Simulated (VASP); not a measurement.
Write the native input for VASP 6.6.1 that does the following.

```
Task                   : single point
Functional             : LDA
Potentials or basis    : VASP PAW LDA potentials, release 64 (B, N)
Cutoff                 : 600 eV
k mesh                 : 12 × 12 × 12
Occupations            : gaussian, width 0.01 eV
Spin                   : no spin polarisation
Dipole correction      : no
Further INCAR settings : ALGO = Normal; EDIFF = 1e-06; NBANDS = 11
```

The structure of BN lies in POSCAR:

```
BN
1.0
    1.2312772943      0.7108782773      2.6761920116
   -1.2312772943      0.7108782773      2.6761920116
    0.0000000000     -1.4217565546      2.6761920116
B N
1 1
Direct
    1.0012977174      1.0012977174      1.0012977174
    0.3311352826      0.3311352826      0.3311352826
```

The input as run:

INCAR

```
SYSTEM = BN
PREC = Accurate
ENCUT = 600
EDIFF = 1E-6
ISMEAR = 0
SIGMA = 0.01
LREAL = .False.
LASPH = .True.
NELM = 120
ALGO = Normal
ISIF = 2
LWAVE = .False.
LCHARG = .True.
LELF = .True.
LVHAR = .True.
NBANDS = 11
GGA_COMPAT = .False.
```

KPOINTS

```
regular mesh
0
Gamma
  12 12 12
  0 0 0
```

Potentials or basis: VASP PAW LDA potentials, release 64 (B, N).

The run is started by

```console
$ cat potpaw_LDA.64/B/POTCAR potpaw_LDA.64/N/POTCAR > POTCAR
$ mpirun -np 1 vasp_std > vasp.out
```

It gave:

```json
{
 "Pressure": "16.4 GPa",
 "Band gap on the k mesh": "3.44 eV (least direct gap 4.84 eV)"
}
```

Caveat: the cell stands under pressure.

Run time: 57 s on 1 thread of AMD EPYC 7571, on a shared host, peak memory 0.11 GiB.
